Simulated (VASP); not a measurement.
A run of VASP 6.6.1 is set up as follows.

Contents of INCAR:

```
  PREC = Accurate
  ENCUT = 600
  EDIFF = 1E-6
  ISMEAR = -1
  SIGMA = 0.1
  LREAL = F
  LASPH = T
  NELM = 100
  ALGO = Normal
  ISIF = 3
  LWAVE = F
  LCHARG = F
  GGA = RP
  IBRION = 2
  NSW = 80
  EDIFFG = -0.01
```

KPOINTS

```
regular mesh
0
Gamma
  13 13 7
```

POSCAR

```
Zn
1.0
    2.6647980532      0.0000000000      0.0000000000
   -1.3323990266      2.3077828100      0.0000000000
    0.0000000000      0.0000000000      4.9467000000
Zn
2
Direct
    0.3333333333      0.6666666667      0.2500000000
    0.6666666667      0.3333333333      0.7500000000
```

Potentials or basis: VASP PAW PBE potentials, release 64 (Zn).

Command:

```bash
$ cat potpaw_PBE.64/Zn/POTCAR > POTCAR
$ mpirun -np 1 vasp_std > vasp.out
```

Problem. Predict the space group after relaxing (to 0.05 Å).

Solution. P6_3/mmc (No. 194).

Problem. Estimate the relaxed volume.

Solution. 15.93 Å³/atom.

Final structure:
```yaml
crystal:
  lattice:
    - [2.69597, 0.00000, 0.00000]
    - [-1.34798, 2.33478, 0.00000]
    - [0.00000, 0.00000, 5.06140]
  atoms:
    - { symbol: Zn, position: [0.33333, 0.66667, 0.25000] }
    - { symbol: Zn, position: [0.66667, 0.33333, 0.75000] }
```

Caveat: the PAW data sets were made with another functional, which shifts forces and pressure a little. RPBE and its kin give volumes clearly too large for solids.
